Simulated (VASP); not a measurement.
A run of VASP 6.6.1:

Contents of INCAR:

```
SYSTEM = HfO2
  ALGO = Normal
  EDIFF = 1E-8
  ENCUT = 520
  GGA = PE
  ISIF = 2
  ISMEAR = -1
  LASPH = .TRUE.
  LCHARG = .FALSE.
  LEFG = .TRUE.
  LREAL = .FALSE.
  LWAVE = .FALSE.
  NBANDS = 56
  NELM = 80
  PREC = Accurate
  SIGMA = 0.02
```

Contents of KPOINTS:

```
k-points
0
G
  4 4 4
  0 0 0
```

POSCAR

```
HfO2
1.0
    5.1518950275      0.0000000000      0.0000000000
    0.0000000000      5.2200433850      0.0000000000
   -0.8643497359      0.0000000000      5.2483970684
Hf O
4 8
Direct
    0.2767007731      0.0418824066      0.2081292236
    0.7232992269      0.5418824066      0.2918707764
    0.7232992269      0.9581175934      0.7918707764
    0.2767007731      0.4581175934      0.7081292236
    0.4465502579      0.7583828045      0.4802713727
    0.5534497421      0.2583828045      0.0197286273
    0.5534497421      0.2416171955      0.5197286273
    0.4465502579      0.7416171955      0.9802713727
    0.0726417556      0.3392506153      0.3389491494
    0.9273582444      0.8392506153      0.1610508506
    0.9273582444      0.6607493847      0.6610508506
    0.0726417556      0.1607493847      0.8389491494
```

Potentials or basis: VASP PAW PBE potentials, release 64 (Hf_pv, O).

Command:

```console
$ cat potpaw_PBE.64/Hf_pv/POTCAR potpaw_PBE.64/O/POTCAR > POTCAR
$ mpirun -np 1 vasp_std > vasp.out
```

Hardware: 1 thread of Oxide Virtual Turin-like Processor (shared host).

Problem. Estimate the wall time of this run.

Solution. Wall time 6.5 min on 1 thread of Oxide Virtual Turin-like Processor, on a shared host, peak memory 0.31 GiB. Counts: scf iterations 20, k points 30.
